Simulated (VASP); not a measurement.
# Ge: single point with PBE

Ge:

```
Ge
1.0
     2.33994    0.00000    0.00000
     0.00000    3.02485    0.00000
     0.00000    0.00000    3.20898
Ge
1
Cartesian
  0.0000 0.0000 0.0000
```

The cell was built from a structure type or drawn by symmetry, and may not be a known phase.

```json
{"Program": "VASP 6.6.1", "Task": "single point", "Functional": "PBE", "Potentials or basis": "VASP PAW PBE potentials, release 64 (Ge_d)", "Cutoff": "520 eV", "k mesh": "8 × 6 × 6", "Occupations": "gaussian, width 0.1 eV", "Spin": "no spin polarisation"}
```

| Item | Value |
| --- | --- |
| Pressure | 3.2 GPa |
| Band gap on the k mesh | zero (bands 7 and 8 overlap by 6.15 eV) |

Stress tensor (GPa, compression positive):
```
 30.44   0.00   0.00
  0.00 -13.05   0.00
  0.00   0.00  -7.78
```

Levels at points of the mesh, in eV from the Fermi level:
```
           k point  band 3  band 4  band 5  band 6  band 7  band 8  band 9  band 10  band 11  band 12
(0.00, 0.00, 0.00)  -24.80  -24.67  -24.66  -12.42    1.80    3.23    6.15     7.61    13.58    17.74
(0.50, 0.00, 0.00)  -24.84  -24.77  -24.55   -5.77   -5.18    6.98    8.40    11.68    12.08    12.47
(0.00, 0.50, 0.00)  -24.81  -24.67  -24.67  -10.21   -5.22    3.49    8.99    11.14    11.19    15.28
(0.50, 0.50, 0.00)  -24.80  -24.79  -24.51   -3.54   -3.19    0.16    4.18     8.59    14.20    14.89
(0.00, 0.00, 0.50)  -24.82  -24.68  -24.66  -10.80   -5.10    4.43    9.70    12.50    12.76    14.80
(0.50, 0.00, 0.50)  -24.81  -24.78  -24.53   -3.97   -3.89    0.36    4.13     9.54    15.21    15.48
(0.00, 0.50, 0.50)  -24.78  -24.67  -24.67   -8.62   -3.67   -2.99    2.59    16.42    21.29    23.38
(0.50, 0.50, 0.50)  -24.81  -24.75  -24.50   -2.48   -1.15    1.56    2.31     6.17     6.70     8.63
```

Wall time 22 s on 1 thread of Intel Xeon 8259CL (shared host), peak memory 0.14 GiB.

Caveat: the cell stands under pressure.
